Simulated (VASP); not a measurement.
The system is In3GaSb2N2.

```
CELL_PARAMETERS angstrom
4.14644 0.00000 0.00000
0.00000 4.14644 0.00000
0.00000 0.00000 11.51964
ATOMIC_POSITIONS crystal
In 0.50000 0.50000 0.76146
In 0.00000 0.00000 0.50000
In 0.50000 0.50000 0.23854
Ga 0.00000 0.00000 0.00000
Sb 0.00000 0.50000 0.62998
Sb 0.50000 0.00000 0.37002
N 0.00000 0.50000 0.10342
N 0.50000 0.00000 0.89658
```

The cell was built from a structure type or drawn by symmetry, and may not be a known phase.

* Program: VASP 6.6.1
* Task: relaxation of cell and atoms
* Functional: PBE
* Potentials or basis: VASP PAW PBE potentials, release 64 (In_d, Ga_d, Sb, N)
* Cutoff: 600 eV
* k mesh: 3 × 3 × 1
* Occupations: gaussian, width 0.15 eV
* Spin: no spin polarisation

At the start: pressure 5.2 GPa; volume 24.76 Å³/atom.

Task: How do energy, volume and symmetry change on relaxing?

Result: Over 13 steps the energy falls by 530.0 meV/atom and the volume is 23.61 Å³/atom (-4.7 %); space group P-4m2 (No. 115, to 0.1 Å) before and after.

Step by step:
| step | energy change (eV) | largest force (eV/Å) | pressure (GPa) | volume (Å³) |
| --- | --- | --- | --- | --- |
| 1 | 0.0000 | 4.7367 | 5.15 | 198.06 |
| 2 | -1.5947 | 1.9508 | -3.43 | 221.75 |
| 3 | -1.6405 | 1.5440 | -4.40 | 226.52 |
| 4 | -2.5912 | 1.2917 | -2.70 | 209.99 |
| 5 | -3.1233 | 1.7005 | 2.45 | 188.42 |
| 6 | -3.6714 | 1.6176 | 1.13 | 188.90 |
| 7 | -3.8230 | 1.4655 | 0.68 | 189.27 |
| 8 | -4.1268 | 0.6563 | -1.22 | 193.63 |
| 9 | -4.1736 | 0.3103 | -2.05 | 195.94 |
| 10 | -4.1929 | 0.2605 | 2.10 | 183.16 |
| 11 | -4.2383 | 0.0981 | 0.00 | 188.79 |
| 12 | -4.2383 | 0.0937 | 0.16 | 188.61 |
| 13 | -4.2404 | 0.0611 | 0.07 | 188.85 |

Final structure:
```xyz
8
Lattice="4.0020 0.0000 0.0000 0.0000 4.0020 0.0000 0.0000 0.0000 11.7911" Properties=species:S:1:pos:R:3 pbc="T T T"
In    2.0010    2.0010    9.9250
In    0.0000    0.0000    5.8955
In    2.0010    2.0010    1.8660
Ga    0.0000    0.0000    0.0000
Sb    0.0000    2.0010    7.8077
Sb    2.0010    0.0000    3.9834
N     0.0000    2.0010    0.8036
N     2.0010    0.0000   10.9875
```

Caveat: the k points lie up to 0.53 Å⁻¹ apart in the final cell; the relaxation stopped at a loose force limit of 0.08 eV/Å, so its end isn't a converged minimum.
